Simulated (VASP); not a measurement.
Here is a VASP 6.6.1 calculation.

INCAR

```
  PREC = Accurate
  ENCUT = 520
  EDIFF = 1E-8
  ISMEAR = -1
  SIGMA = 0.15
  LREAL = F
  LASPH = T
  NELM = 60
  ALGO = Normal
  ISIF = 2
  LWAVE = F
  LCHARG = T
  GGA = PS
  NBANDS = 14
  IBRION = 8
  NSW = 1
```

KPOINTS

```
regular mesh
0
Gamma
  16 16 16
```

Contents of POSCAR:

```
HfN
1.0
    0.0000000000      2.2511619669      2.2511619669
    2.2511619669      0.0000000000      2.2511619669
    2.2511619669      2.2511619669      0.0000000000
Hf N
1 1
Direct
    0.0000000000      0.0000000000      0.0000000000
    0.5000000000      0.5000000000      0.5000000000
```

Potentials or basis: VASP PAW PBE potentials, release 64 (Hf_pv, N).

Launch:

```console
$ cat potpaw_PBE.64/Hf_pv/POTCAR potpaw_PBE.64/N/POTCAR > POTCAR
$ mpirun -np 1 vasp_std > vasp.out
```

Problem. Predict the highest phonon frequency at Γ.

Solution. 502 cm⁻¹.

Phonon frequencies in cm⁻¹ (negative: imaginary):
```csv
q point,frequencies
"(0.000, 0.000, 0.000)",0 0 0 502 502 502
```

Caveat: the cell stands under pressure or tension, which shifts response properties.
